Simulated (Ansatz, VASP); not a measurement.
**Ba: VASP beside Ansatz**

The input POSCAR:

```
Ba
1.0
    0.0000000000      3.1347912795      3.1347912795
    3.1347912795      0.0000000000      3.1347912795
    3.1347912795      3.1347912795      0.0000000000
Ba
1
Direct
    0.0000000000      0.0000000000      0.0000000000
```

INCAR.step1

```
SYSTEM = Ba
ALGO = Normal
EDIFF = 1E-4
ENCUT = 520
GGA = PE
ISMEAR = -1
LASPH = .TRUE.
LCHARG = .FALSE.
LREAL = .FALSE.
LWAVE = .TRUE.
NBANDS = 11
NELM = 100
PREC = Accurate
SIGMA = 0.1
```

Contents of INCAR.step2:

```
SYSTEM = Ba
ALGO = Normal
EDIFF = 1E-7
ENCUT = 520
ISIF = 2
ISMEAR = -1
ISTART = 1
LASPH = .TRUE.
LCHARG = .FALSE.
LMIXTAU = .TRUE.
LREAL = .FALSE.
LWAVE = .FALSE.
METAGGA = R2SCAN
NBANDS = 11
NELM = 100
PREC = Accurate
SIGMA = 0.1
```

File KPOINTS:

```
k-points
0
G
  10 10 10
  0 0 0
```

Input for Ansatz:

```yaml
crystal:
  lattice:
    - [0.0, 3.1347912795, 3.1347912795]
    - [3.1347912795, 0.0, 3.1347912795]
    - [3.1347912795, 3.1347912795, 0.0]
  atoms:
    - { symbol: Ba, position: [0.0, 0.0, 0.0] }
hamiltonian:
  xc: r2scan
  pseudopotentials:
    kind: paw
    azcp:
      Ba: "pseudopotentials/Ba.paw.azcp"
basis:
  ecutwfc: 500
  fft_grid_basis: typed
kpoints:
  mp_grid: { grid: [10, 10, 10], shift: [0, 0, 0] }
magnetization:
  spin_polarized: false
scf:
  occupations: { method: fermi_dirac, width: 0.1 }
  lower_state_search: "off"
output:
  stress: true
  write_density: true
  write_potential: true
  elf: true
  volumetric_format: npy
```

Alike in both runs: task single point; functional r2SCAN; k mesh 10 × 10 × 10; occupations fermi-dirac, width 0.1 eV; no spin polarisation.

```csv
,VASP,Ansatz
version,VASP 6.6.1,Ansatz 0.2.0
potentials or method,"VASP PAW PBE potentials, release 64 (Ba_sv), cutoff 520 eV","plane waves (500 eV) with PAW, scalar-relativistic"
valence electrons in the cell,10,10
```

|  | VASP | Ansatz | Ansatz less VASP |
| --- | --- | --- | --- |
| pressure (GPa) | 0.8 | 0.7 | -0.06 |

VASP's potentials were made for PBE, not for r2SCAN.

Neither program's run includes spin-orbit coupling.
